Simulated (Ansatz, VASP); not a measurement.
## One calculation of W, two programs

File INCAR:

```
PREC = Accurate
ENCUT = 520
EDIFF = 1E-6
ISMEAR = 0
SIGMA = 0.15
LREAL = F
LASPH = T
NELM = 60
ALGO = Fast
ISIF = 2
LWAVE = F
LCHARG = T
LELF = T
LVHAR = T
NBANDS = 13
```

Contents of KPOINTS:

```
Automatic mesh
0
Gamma
  24 24 24
```

Contents of POSCAR:

```
W
1.0
   -1.7352216492      1.7352216492      1.3534728863
    1.7352216492     -1.7352216492      1.3534728863
    1.7352216492      1.7352216492     -1.3534728863
W
1
Direct
    0.0000000000      0.0000000000      0.0000000000
```

Input for Ansatz:

```yaml
crystal:
  lattice:
    - [-1.7352216492, 1.7352216492, 1.3534728863]
    - [1.7352216492, -1.7352216492, 1.3534728863]
    - [1.7352216492, 1.7352216492, -1.3534728863]
  atoms:
    - { symbol: W, position: [0.0, 0.0, 0.0] }
basis:
  ecutwfc: 420
kpoints:
  mp_grid: { grid: [24, 24, 24] }
hamiltonian:
  xc: lda
scf:
  occupations: { method: gaussian, width: 0.15 }
output:
  forces: true
  stress: true
  eigenvalues: true
```

Alike in both runs: task single point; functional LDA; k mesh 24 × 24 × 24; occupations gaussian, width 0.15 eV; no spin polarisation.

```csv
,VASP,Ansatz
version,VASP 6.6.1,Ansatz 0.2.0
potentials or method,"VASP PAW LDA potentials, release 64 (W_sv), cutoff 520 eV","scalar-relativistic, plane waves, PAW"
valence electrons in the cell,14,14
```

```tsv
	VASP	Ansatz	Ansatz less VASP
gap on the k mesh at the Fermi level (eV)	none	none	-
pressure (GPa)	-6.3	-8.0	-1.67
traceless stress, the component that is largest in VASP (GPa)	18.34	17.98	-0.357
```

LDA's correlation is that of Perdew and Zunger in VASP and of Perdew and Wang (1992) in Ansatz. A gap of «none» marks a metal or a gap that the smearing closes.

Neither program's run includes spin-orbit coupling.
